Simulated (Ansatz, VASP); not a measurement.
## One calculation of TiGe4Mo, two programs

```
CELL_PARAMETERS angstrom
2.37147 -4.20328 0.00000
2.37147 4.20328 0.00000
0.00000 0.00000 4.74042
ATOMIC_POSITIONS crystal
Ti 0.00000 0.00000 0.00000
Ge 0.66503 0.33497 0.00000
Ge 0.16093 0.83907 0.50000
Ge 0.33497 0.66503 0.00000
Ge 0.83907 0.16093 0.50000
Mo 0.50000 0.50000 0.50000
```

Alike in both runs: functional PBE; k mesh 4 × 4 × 4; occupations gaussian, width 0.1 eV; no spin polarisation.

Ansatz relaxed the structure, and its values are those at the end. VASP's run is a single point on that final structure, the one shown.

|  | VASP | Ansatz |
| --- | --- | --- |
| version | VASP 6.6.1 | Ansatz 0.2.0 |
| potentials or method | VASP PAW PBE potentials, release 64 (Ti_sv, Ge_d, Mo_sv), cutoff 520 eV | scalar-relativistic, plane waves, PAW |
| valence electrons in the cell | 82 | 82 |

|  | VASP | Ansatz | Ansatz less VASP |
| --- | --- | --- | --- |
| gap on the k mesh at the Fermi level (eV) | none | none | - |
| pressure (GPa) | 0.2 | 0.0 | -0.16 |

A gap of «none» marks a metal or a gap that the smearing closes. The functional is the same, so the differences come from potentials, cutoffs and numerics.

The k mesh is coarse, so the values compare programs but aren't converged.
